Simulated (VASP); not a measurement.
Set up this calculation in VASP 6.6.1, as the native input.

```yaml
Task: single point
Functional: PBE
Potentials_or_basis: VASP PAW PBE potentials, release 64 (Cu)
Cutoff: 520 eV
k_mesh: 22 × 22 × 22
Occupations: gaussian, width 0.15 eV
Spin: no spin polarisation
Dipole_correction: no
Further_INCAR_settings: ALGO = Normal; EDIFF = 1e-07; NBANDS = 12
```

The structure of Cu lies in POSCAR:

```
Cu
1.0
   -1.5223500000      1.5223500000      1.3359000000
    1.5223500000     -1.5223500000      1.3359000000
    1.5223500000      1.5223500000     -1.3359000000
Cu
1
Direct
    0.0000000000      0.0000000000      0.0000000000
```

These files were run (other wordings do the same):

INCAR

```
ALGO = Normal
EDIFF = 1E-7
ENCUT = 520
GGA = PE
ISIF = 2
ISMEAR = 0
LASPH = T
LCHARG = T
LELF = T
LREAL = F
LVHAR = T
LWAVE = F
NBANDS = 12
NELM = 80
PREC = Accurate
SIGMA = 0.15
```

KPOINTS

```
k-points
0
Gamma
  22 22 22
```

Potentials or basis: VASP PAW PBE potentials, release 64 (Cu).

Command:

```bash
$ cat potpaw_PBE.64/Cu/POTCAR > POTCAR
$ mpirun -np 1 vasp_std > vasp.out
```

Results of the run:

```yaml
Pressure: -3.0 GPa
```

Wall time 86 s on 1 thread of Intel(R) Xeon(R) 6975P-C (Granite Rapids), with other jobs on the host, peak memory 0.22 GiB.
